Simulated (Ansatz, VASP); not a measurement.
Two plane-wave programs on CsSn2N3

```
Cs Sn N
1.0
     6.03678    0.00000    0.00000
    -3.01839    5.22801    0.00000
     0.00000    0.00000    3.04900
Cs Sn N
1 2 3
Direct
  0.00000 0.00000 0.00000
  0.33333 0.66667 0.00000
  0.66667 0.33333 0.00000
  0.50000 0.00000 0.50000
  0.50000 0.50000 0.50000
  0.00000 0.50000 0.50000
```

Alike in both runs: functional PBE; k mesh 3 × 3 × 6; occupations gaussian, width 0.1 eV; no spin polarisation.

Ansatz relaxed the structure, and its values are those at the end. VASP's run is a single point on that final structure, the one shown.

```csv
,VASP,Ansatz
version,VASP 6.6.1,Ansatz 0.2.0
potentials or method,"VASP PAW PBE potentials, release 64 (Cs_sv, Sn_d, N), cutoff 520 eV","scalar-relativistic, plane waves, PAW"
valence electrons in the cell,52,52
```

```tsv
	VASP	Ansatz	Ansatz less VASP
gap on the k mesh at the Fermi level (eV)	none	none	-
pressure (GPa)	0.3	0.0	-0.29
```

A gap of «none» marks a metal or a gap that the smearing closes.

The k mesh is coarse, so the values compare programs but aren't converged. Spin-orbit coupling is off throughout.
